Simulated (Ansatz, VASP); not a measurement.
## Mo3H: VASP beside Ansatz

```
H Mo
1.0
    -1.56378    1.56378    5.13444
     1.56378   -1.56378    5.13444
     1.56378    1.56378   -5.13444
H Mo
1 3
Direct
  0.50000 0.50000 0.00000
  0.68051 0.68051 0.00000
  0.31949 0.31949 0.00000
  0.00000 0.00000 0.00000
```

Alike in both runs: functional PBE; k mesh 8 × 8 × 8; occupations gaussian, width 0.2 eV; no spin polarisation.

Ansatz relaxed the structure, and its values are those at the end. VASP's run is a single point on that final structure, the one shown.

```csv
,VASP,Ansatz
version,VASP 6.6.1,Ansatz 0.2.0
potentials or method,"VASP PAW PBE potentials, release 64 (H, Mo_sv), cutoff 520 eV","scalar-relativistic, plane waves, PAW"
valence electrons in the cell,43,43
```

Ansatz gave:

- gap on the k mesh at the Fermi level (eV): none
- pressure (GPa): -0.1
- rms of the force components (eV/Å): 0.002

Problem. Which values does VASP return?

Solution. gap on the k mesh at the Fermi level (eV): none; pressure (GPa): 0.4; rms of the force components (eV/Å): 0.003.

A gap of «none» marks a metal or a gap that the smearing closes.
